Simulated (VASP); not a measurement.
# CdTe (Cmcm) in VASP: single point with PBEsol

Aim: the single point of CdTe with PBEsol.

All numbers are computed with VASP 6.6.1; they aren't measurements. Logs are shortened: lines on timing, memory, paths and dates and some standing lists are left out, and cuts for length are marked.

### 1 The cell of the first run

It takes space group Cmcm (No. 63, orthorhombic). Conventional cell: a = 6.211 Å, b = 6.271 Å, c = 6.171 Å, α = 90.00°, β = 90.00°, γ = 90.00°. Cd (site symmetry m2m) has 6 Te at 3.07 to 3.20 Å within 4.0 Å. Te (site symmetry m2m) has 6 Cd at 3.07 to 3.20 Å within 4.0 Å.

### 2 Single point, PBEsol (30.04 Å³/atom)

INCAR

```
PREC = Accurate
ENCUT = 520
EDIFF = 1E-6
ISMEAR = -1
SIGMA = 0.05
LREAL = False
LASPH = True
NELM = 60
ALGO = Normal
ISIF = 2
LWAVE = False
LCHARG = True
GGA = PS
LELF = True
LVHAR = True
NBANDS = 26
```

KPOINTS

```
Automatic mesh
0
Gamma
  9 9 6
```

POSCAR

```
CdTe
1.0
    3.1056284021     -3.1353322095      0.0000000000
    3.1056284021      3.1353322095      0.0000000000
    0.0000000000      0.0000000000      6.1708013492
Cd Te
2 2
Direct
    0.2770300000      0.7229700000      0.7500000000
    0.7229700000      0.2770300000      0.2500000000
    0.7661370000      0.2338630000      0.7500000000
    0.2338630000      0.7661370000      0.2500000000
```

Potentials or basis: VASP PAW PBE potentials, release 64 (Cd, Te).

The run is started by

```sh
cat potpaw_PBE.64/Cd/POTCAR potpaw_PBE.64/Te/POTCAR > POTCAR
mpirun -np 1 vasp_std > vasp.out
```

OUTCAR:

```text
PREC = Accurate
   ENCUT = 520
   EDIFF = 1E-6
   ISMEAR = -1
   LREAL = False
   LASPH = True
   NELM = 60
   ISIF = 2
   GGA = PS

 ion  position               nearest neighbor table
   1  0.277  0.723  0.750-   3 3.07   4 3.10   4 3.10   3 3.11   3 3.11   3 3.20
   2  0.723  0.277  0.250-   4 3.07   3 3.10   3 3.10   4 3.11   4 3.11   4 3.20
   3  0.766  0.234  0.750-   1 3.07   2 3.10   2 3.10   1 3.11   1 3.11   1 3.20
   4  0.234  0.766  0.250-   2 3.07   1 3.10   1 3.10   2 3.11   2 3.11   2 3.20

  LATTYP: Found a base centered orthorhombic cell.
 ALAT       =     6.2112568042
 B/A-ratio  =     1.0095645079
 C/A-ratio  =     0.9934867522

  Lattice vectors:

 A1 = (   3.1056284021,  -3.1353322095,   0.0000000000)
 A2 = (   3.1056284021,   3.1353322095,   0.0000000000)
 A3 = (   0.0000000000,   0.0000000000,   6.1708013492)

Analysis of symmetry for initial positions (statically):
=====================================================================
 Subroutine PRICEL returns:
 Original cell was already a primitive cell.

 Routine SETGRP: Setting up the symmetry group for a
 base centered orthorhombic supercell.

 Subroutine GETGRP returns: Found  8 space group operations
 (whereof  4 operations were pure point group operations)
 out of a pool of  8 trial point group operations.

The static configuration has the point symmetry C_2h.
 The point group associated with its full space group is D_2h.

Analysis of symmetry for dynamics (positions and initial velocities):
=====================================================================
 Subroutine PRICEL returns:
 Original cell was already a primitive cell.

 Routine SETGRP: Setting up the symmetry group for a
 base centered orthorhombic supercell.

 Subroutine GETGRP returns: Found  8 space group operations
 (whereof  4 operations were pure point group operations)
 out of a pool of  8 trial point group operations.

The dynamic configuration has the point symmetry C_2h.
 The point group associated with its full space group is D_2h.

 Subroutine INISYM returns: Found  8 space group operations
 (whereof  4 operations are pure point group operations),
 and found     1 'primitive' translations

----------------------------------------------------------------------------------------

                                     Primitive cell

  volume of cell :     120.1724

  direct lattice vectors                    reciprocal lattice vectors
     3.105628402 -3.135332210  0.000000000     0.160998012 -0.159472734  0.000000000
     3.105628402  3.135332210  0.000000000     0.160998012  0.159472734  0.000000000
     0.000000000  0.000000000  6.170801349     0.000000000  0.000000000  0.162053507

  length of vectors
     4.413075553  4.413075553  6.170801349     0.226609605  0.226609605  0.162053507

  position of ions in fractional coordinates (direct lattice)
     0.277030000  0.722970000  0.750000000
     0.722970000  0.277030000  0.250000000
     0.766137000  0.233863000  0.750000000
     0.233863000  0.766137000  0.250000000

  ion indices of the primitive-cell ions
   primitive index   ion index
                 1           1
                 2           2
                 3           3
                 4           4

----------------------------------------------------------------------------------------

 KPOINTS: Automatic mesh

Automatic generation of k-mesh.
 Grid dimensions read from file:
 generate k-points for:    9    9    6

 Generating k-lattice:

  Cartesian coordinates                     Fractional coordinates (reciprocal lattice)
     0.017888668 -0.017719193  0.000000000     0.111111111  0.000000000  0.000000000
     0.017888668  0.017719193  0.000000000     0.000000000  0.111111111  0.000000000
     0.000000000  0.000000000  0.027008918     0.000000000  0.000000000  0.166666667

  Length of vectors
     0.025178845  0.025178845  0.027008918

  Shift w.r.t. Gamma in fractional coordinates (k-lattice)
     0.000000000  0.000000000  0.000000000

 Subroutine IBZKPT returns following result:
 ===========================================

 Found    100 irreducible k-points:

 Following reciprocal coordinates:
            Coordinates               Weight
  0.000000  0.000000  0.000000      1.000000
  0.111111  0.000000  0.000000      4.000000
  0.222222  0.000000  0.000000      4.000000
  0.333333  0.000000  0.000000      4.000000
  0.444444  0.000000  0.000000      4.000000
  0.111111  0.111111  0.000000      2.000000
[... 16 lines left out ...]
 -0.333333  0.333333  0.000000      2.000000
  0.444444  0.444444  0.000000      2.000000
 [... further k-points ...]
   k-points           NKPTS =    100   k-points in BZ     NKDIM =    100   number of bands    NBANDS=     26
   number of dos      NEDOS =    301   number of ions     NIONS =      4
   total plane-waves  NPLWV =  62208
   dimension x,y,z NGX =    36 NGY =   36 NGZ =   48
   dimension x,y,z NGXF=    72 NGYF=   72 NGZF=   96
   ions per type =               2   2
   NGX,Y,Z   is equivalent  to a cutoff of  13.56, 13.56, 12.93 a.u.
   NGXF,Y,Z  is equivalent  to a cutoff of  27.12, 27.12, 25.86 a.u.
 SYSTEM =  unknown system
   PREC   = accura    normal or accurate (medium, high low for compatibility)
   ISTART =      0    job   : 0-new  1-cont  2-samecut
   ICHARG =      2    charge: 1-file 2-atom 10-const
   ISPIN  =      1    spin polarized calculation?
   LNONCOLLINEAR =      F non collinear calculations
   LSORBIT =      F    spin-orbit coupling
   LASPH  =      T    aspherical Exc in radial PAW
   ENCUT  =  520.0 eV  38.22 Ry    6.18 a.u.   8.21  8.21 11.47*2*pi/ulx,y,z
   NELM   =     60;   NELMIN=  2; NELMDL= -5     # of ELM steps
   EDIFF  = 0.1E-05   stopping-criterion for ELM
   LREAL  =      F    real-space projection
   EDIFFG = 0.1E-04   stopping-criterion for IOM
   NSW    =      0    number of steps for IOM
   IBRION =     -1    ionic relax: 0-MD 1-quasi-New 2-CG
   NFREE  =      0    steps in history (QN), initial steepest desc. (CG)
   ISIF   =      2    stress and relaxation
   ISYM   =      2    0-nonsym 1-usesym 2-fastsym
   POTIM  = 0.5000    time-step for ionic-motion
   TEBEG  =    0.0;   TEEND  =   0.0 temperature during run
   PSTRESS=    0.0 pullay stress
   NELECT =      36.0000    total number of electrons
   NUPDOWN=      -1.0000    fix difference up-down
   EMIN   =  10.00;   EMAX   =-10.00  energy-range for DOS
   EFERMI =   0.00;   METHOD = LEGACY
   ISMEAR =    -1;   SIGMA  =   0.05  broadening in eV -4-tet -1-fermi 0-gaus
   EFERMI_NEDOS =   21; number of points for ismear=-14 and -15
   IALGO  =     38    algorithm
   IMIX   =      4    mixing-type and parameters
     AMIX     =   0.40;   BMIX     =  1.00
     AMIX_MAG =   1.60;   BMIX_MAG =  1.00
  volume/ion in A,a.u.               =      30.04       202.74
  Fermi-wavevector in a.u.,A,eV,Ry     =   1.095404  2.070012 16.325751  1.199909
  Thomas-Fermi vector in A             =   2.231726
   LORBIT       =      0    0 simple, 1 ext, 2 COOP (PROOUT), +10 PAW based schemes
   GGA     = PS    functional components
   LHFCALC =     F    Hartree Fock is set to
   AEXX    =    0.0000 exact exchange contribution
   IVDW    =     0    specifies the selected vdW correction
   LEPSILON=     F    determine dielectric tensor
   LRPA    =     F    only Hartree local field effects (RPA)
 non-spin polarized calculation
  energy-cutoff  :      520.00
  volume of cell :      120.17
 maximum number of plane-waves:      3259
 NGX is ok and might be reduce to    36
   NGX = 17   NGY = 17   NGZ = 23

 number of electron      35.9999998 magnetization

 Free energy of the ion-electron system (eV)
  ---------------------------------------------------
  ext. energy  EPLUGINS =         0.00000000
  ---------------------------------------------------
  free energy    TOTEN  =       -10.30164639 eV

  energy without entropy =      -10.28338202  energy(sigma->0) =      -10.29251421

 E-fermi :   3.2283     XC(G=0):  -9.6363

 val. band max:        3.2148745385   @ k =   0.4444   0.0000   0.1667
 cond. band min:       3.2341869923   @ k =   0.3333   0.0000   0.1667
 fundamental gap:      0.0193124538
 Fermi energy:         3.2282702656

 k-point     1 :       0.0000    0.0000    0.0000
  band No.  band energies     occupation
      1      -8.0431      2.00000
      2      -7.2772      2.00000
      3      -4.8886      2.00000
      4      -4.8791      2.00000
      5      -4.8653      2.00000
      6      -4.8426      2.00000
[... 18 lines left out ...]
     25      10.6658      0.00000
     26      10.8068      0.00000

 k-point     2 :       0.1111    0.0000    0.0000
  band No.  band energies     occupation
      1      -7.9852      2.00000
      2      -7.2523      2.00000
      3      -4.8893      2.00000
      4      -4.8824      2.00000
      5      -4.8733      2.00000
      6      -4.8459      2.00000
[... 18 lines left out ...]
     25      10.2636      0.00000
     26      10.8815      0.00000

 k-point     3 :       0.2222    0.0000    0.0000
  band No.  band energies     occupation
      1      -7.8224      2.00000
      2      -7.1934      2.00000
      3      -4.9174      2.00000
      4      -4.9031      2.00000
      5      -4.8728      2.00000
      6      -4.8653      2.00000
[... 18 lines left out ...]
     25      10.2125      0.00000
     26      10.4607      0.00000

 k-point     4 :       0.3333    0.0000    0.0000
  band No.  band energies     occupation
      1      -7.5907      2.00000
      2      -7.1476      2.00000
      3      -4.9495      2.00000
      4      -4.9409      2.00000
      5      -4.8916      2.00000
      6      -4.8561      2.00000
[... 18 lines left out ...]
     25       9.1280      0.00000
     26      10.5718      0.00000

 k-point     5 :       0.4444    0.0000    0.0000
  band No.  band energies     occupation
      1      -7.3620      2.00000
      2      -7.1770      2.00000
      3      -4.9686      2.00000
      4      -4.9648      2.00000
      5      -4.8912      2.00000
      6      -4.8647      2.00000
[... 18 lines left out ...]
     25       9.1374      0.00000
     26      10.0032      0.00000

 k-point     6 :       0.1111    0.1111    0.0000
  band No.  band energies     occupation
      1      -7.9285      2.00000
      2      -7.2298      2.00000
      3      -4.9094      2.00000
      4      -4.8767      2.00000
      5      -4.8666      2.00000
      6      -4.8600      2.00000
[... 427 lines left out ...]
 k-point    21 :       0.4444    0.3333    0.0000
  band No.  band energies     occupation
      1      -7.3256      2.00000
      2      -7.2510      2.00000
      3      -4.8912      2.00000
      4      -4.8748      2.00000
      5      -4.8689      2.00000
      6      -4.8392      2.00000
[... 18 lines left out ...]
     25      11.5155      0.00000
     26      11.7361      0.00000

 k-point    22 :      -0.4444    0.3333    0.0000
  band No.  band energies     occupation
      1      -7.3386      2.00000
      2      -7.2456      2.00000
      3      -4.8872      2.00000
      4      -4.8785      2.00000
      5      -4.8645      2.00000
      6      -4.8424      2.00000
[... 18 lines left out ...]
     25      11.5666      0.00000
     26      11.7545      0.00000

 k-point    23 :      -0.3333    0.3333    0.0000
  band No.  band energies     occupation
      1      -7.4231      2.00000
      2      -7.2016      2.00000
      3      -4.8929      2.00000
      4      -4.8801      2.00000
      5      -4.8660      2.00000
      6      -4.8400      2.00000
[... 18 lines left out ...]
     25      10.9594      0.00000
     26      11.1324      0.00000

 k-point    24 :       0.4444    0.4444    0.0000
  band No.  band energies     occupation
      1      -7.3062      2.00000
      2      -7.2843      2.00000
      3      -4.8967      2.00000
      4      -4.8882      2.00000
      5      -4.8414      2.00000
      6      -4.8267      2.00000
[... 18 lines left out ...]
     25      12.0747      0.00000
     26      12.1739      0.00000

 [... further k-points ...]

------------------------ aborting loop because EDIFF is reached ----------------------------------------

  FORCE on cell =-STRESS in cart. coord.  units (eV):
  Direction    XX          YY          ZZ          XY          YZ          ZX
  --------------------------------------------------------------------------------------
  -------------------------------------------------------------------------------------
  Total       -3.4144002     -3.3999003     -3.2081331      0.0000000      0.0000000      0.0000000
  in kB      -45.5219012    -45.3285835    -42.7718802      0.0000000      0.0000000      0.0000000
  external PRESSURE =     -44.5407883 kB  Pullay stress =       0.0000000 kB

 VOLUME and BASIS-vectors are now :
 -----------------------------------------------------------------------------
  energy-cutoff  :      520.00
  volume of cell :      120.17
      direct lattice vectors                 reciprocal lattice vectors
     3.105628402 -3.135332210  0.000000000     0.160998012 -0.159472734  0.000000000
     3.105628402  3.135332210  0.000000000     0.160998012  0.159472734  0.000000000
     0.000000000  0.000000000  6.170801349     0.000000000  0.000000000  0.162053507

 POSITION                                       TOTAL-FORCE (eV/Angst)
 -----------------------------------------------------------------------------------
      3.10563      1.39817      4.62810         0.000000      0.016891      0.000000
      3.10563     -1.39817      1.54270         0.000000     -0.016891     -0.000000
      3.10563     -1.66886      4.62810         0.000000      0.087819     -0.000000
      3.10563      1.66886      1.54270         0.000000     -0.087819      0.000000
 -----------------------------------------------------------------------------------
    total drift:                               -0.000000     -0.000000      0.000000

  FREE ENERGIE OF THE ION-ELECTRON SYSTEM (eV)
  ---------------------------------------------------
  free  energy   TOTEN  =       -10.3016463946 eV

  energy  without entropy=      -10.2833820186  energy(sigma->0) =      -10.29251421
```

Wall time 92 s (1 thread of Intel Xeon 6975P-C (Granite Rapids), shared host); peak memory 0.43 GiB.

Results:

```yaml
Free_energy: -10.3016 eV
Pressure: -4.5 GPa
Largest_force: 0.088 eV/Å
Band_gap_on_the_k_mesh: zero (bands 18 and 19 overlap by 1.18 eV)
```

Forces in eV/Å, atoms in the order of the input:
```
Cd   0.000  0.017  0.000
Cd   0.000 -0.017  0.000
Te   0.000  0.088  0.000
Te   0.000 -0.088  0.000
```

Caveat: the cell stands under tension; the PAW data sets were made with another functional, which shifts forces and pressure a little; spin-orbit coupling is left out, which moves the levels of the heavy elements.
